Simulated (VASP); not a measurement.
Here is a VASP 6.6.1 calculation.

Contents of INCAR:

```
  ALGO = Normal
  EDIFF = 1E-6
  ENCUT = 520
  ISIF = 2
  ISMEAR = -1
  LASPH = True
  LCHARG = False
  LREAL = False
  LWAVE = False
  NBANDS = 66
  NELM = 60
  PREC = Accurate
  SIGMA = 0.05
```

Contents of KPOINTS:

```
k-points
0
Gamma
  2 2 1
```

The input POSCAR:

```
AgCl
1.0
    5.3146610000      0.0000000000      0.0000000000
   -2.2773570000      6.1553540000      0.0000000000
    0.0000000000      0.0000000000     16.3285760000
Ag Cl
6 6
Direct
    0.8588728462      0.9354782844      0.1049448525
    0.6743729919      0.3077970820      0.0789903541
    0.2460522654      0.5534856322      0.2313122712
    0.3954114741      0.9845087707      0.2857628246
    0.9554851726      0.4937652652      0.4020007623
    0.8362194435      1.0012584167      0.3894705821
    0.1969042292      0.3691907890      0.0612423276
    0.3363273091      0.8740683314      0.1226928790
    0.7774749012      0.6006153342      0.1890121956
    0.8929756093      0.1480499741      0.2528144524
    0.3037136164      1.0008685122      0.4293515858
    0.6220099743      0.6279086467      0.3665782001
```

Potentials or basis: VASP PAW LDA potentials, release 64 (Ag, Cl).

The run is started by

```bash
$ cat potpaw_LDA.64/Ag/POTCAR potpaw_LDA.64/Cl/POTCAR > POTCAR
$ mpirun -np 1 vasp_std > vasp.out
```

Question: Predict the largest force.

Answer: 1.596 eV/Å.

Question: Estimate the band gap on the k mesh.

Answer: 0.28 eV (least direct gap 0.86 eV).

Forces in eV/Å, atoms in the order of the input:
```
Ag  -0.016  0.626  0.153
Ag   0.046 -0.148  0.289
Ag   0.050 -0.193 -0.231
Ag  -0.341 -0.201 -0.673
Ag   0.880 -0.312 -0.533
Ag   0.123  0.896  0.570
Cl  -0.213 -0.879  0.173
Cl   0.539  1.005  0.264
Cl  -0.379 -0.475 -0.175
Cl   0.517  0.805 -0.241
Cl  -0.097 -0.063 -0.035
Cl  -1.109 -1.060  0.441
```

Caveat: the k points lie up to 0.63 Å⁻¹ apart; the atoms stand as in a frame of molecular dynamics.
